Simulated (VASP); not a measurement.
Here is a VASP 6.6.1 calculation.

File POSCAR:

```
AlCu
1.0
    3.0522918563      0.0000000000      0.0000000000
    0.0000000000      3.0522918563      0.0000000000
    0.0000000000      0.0000000000      3.0522918563
Al Cu
1 1
Direct
    0.0000000000      0.0000000000      0.0000000000
    0.5000000000      0.5000000000      0.5000000000
```

File INCAR.step1:

```
SYSTEM = AlCu
PREC = Accurate ; ENCUT = 520
ISMEAR = 0 ; SIGMA = 0.1
LREAL = .False. ; LASPH = .True.
NELM = 100 ; NBANDS = 14
GGA = PE ; ALGO = Normal
EDIFF = 1E-4 ; LWAVE = .True.
LCHARG = .False.
```

INCAR.step2

```
SYSTEM = AlCu
PREC = Accurate ; ENCUT = 520
EDIFF = 1E-6 ; ISMEAR = 0
SIGMA = 0.1 ; LREAL = .False.
LASPH = .True. ; NELM = 100
ALGO = Normal ; ISIF = 2
LWAVE = .False. ; LCHARG = .False.
METAGGA = R2SCAN ; LMIXTAU = .True.
NBANDS = 14 ; ISTART = 1
```

The input KPOINTS:

```
regular mesh
0
Gamma
  14 14 14
  0 0 0
```

Potentials or basis: VASP PAW PBE potentials, release 64 (Al, Cu).

The run is started by

```console
$ cat potpaw_PBE.64/Al/POTCAR potpaw_PBE.64/Cu/POTCAR > POTCAR
$ cp INCAR.step1 INCAR
$ mpirun -np 1 vasp_std > vasp.out
$ cp INCAR.step2 INCAR
$ mpirun -np 1 vasp_std > vasp.out
```

(1) Estimate the pressure.

(2) What does it give for the band gap on the k mesh?

Results:

(1) -10.2 GPa.

(2) zero (band 7 reaches 12.33 eV, above the bottom of band 8 at 7.54 eV).

Caveat: the PAW data sets were made with another functional, which shifts forces and pressure a little.
